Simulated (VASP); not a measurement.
Here is a VASP 6.6.1 calculation.

INCAR

```
PREC = Accurate ; ENCUT = 600
EDIFF = 1E-6 ; ISMEAR = 0
SIGMA = 0.01 ; LREAL = False
LASPH = True ; NELM = 120
ALGO = Normal ; ISIF = 2
LWAVE = False ; LCHARG = False
GGA = CA ; NBANDS = 16
GGA_COMPAT = False
```

Contents of KPOINTS:

```
Automatic mesh
0
Gamma
  8 8 4
```

Contents of POSCAR:

```
AlN
1.0
    3.1130000000      0.0000000000      0.0000000000
   -1.5565000000      2.6959370820      0.0000000000
    0.0000000000      0.0000000000      4.9810000000
Al N
2 2
Direct
    0.3333333333      0.6666666667      0.0000000000
    0.6666666667      0.3333333333      0.5000000000
    0.3333333333      0.6666666667      0.3800000000
    0.6666666667      0.3333333333      0.8800000000
```

Potentials or basis: VASP PAW LDA potentials, release 64 (Al, N).

Command:

```sh
$ cat potpaw_LDA.64/Al/POTCAR potpaw_LDA.64/N/POTCAR > POTCAR
$ mpirun -np 1 vasp_std > vasp.out
```

What does it give for the largest force?

0.119 eV/Å.

Predict the band gap on the k mesh.

4.25 eV.

Estimate the pressure.

-4.2 GPa.

Forces in eV/Å, atoms in the order of the input:
```
Al   0.000  0.000 -0.119
Al   0.000  0.000 -0.119
N    0.000  0.000  0.119
N    0.000  0.000  0.119
```

Caveat: the cell stands under tension.
